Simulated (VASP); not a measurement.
Here is a VASP 6.6.1 calculation.

INCAR

```
SYSTEM = Sn
ALGO = Normal
EDIFF = 1E-6
ENCUT = 520
GGA = PE
ISIF = 2
ISMEAR = -1
LASPH = .True.
LCHARG = .False.
LREAL = .False.
LWAVE = .False.
NBANDS = 13
NELM = 60
PREC = Accurate
SIGMA = 0.05
```

The input KPOINTS:

```
k-points
0
Gamma
  10 10 10
  0 0 0
```

POSCAR

```
Sn
1.0
   -1.9318112889      1.9318112889      1.9318112889
    1.9318112889     -1.9318112889      1.9318112889
    1.9318112889      1.9318112889     -1.9318112889
Sn
1
Direct
    0.0000000000      0.0000000000      0.0000000000
```

Potentials or basis: VASP PAW PBE potentials, release 64 (Sn_d).

Command:

```console
$ cat potpaw_PBE.64/Sn_d/POTCAR > POTCAR
$ mpirun -np 1 vasp_std > vasp.out
```

**Question.** Predict the pressure.

**Answer.** -1.8 GPa.

**Question.** Estimate the band gap on the k mesh.

**Answer.** Zero (band 7 reaches 14.83 eV, above the bottom of band 8 at 5.30 eV).

Caveat: spin-orbit coupling is left out, which moves the levels of the heavy elements.
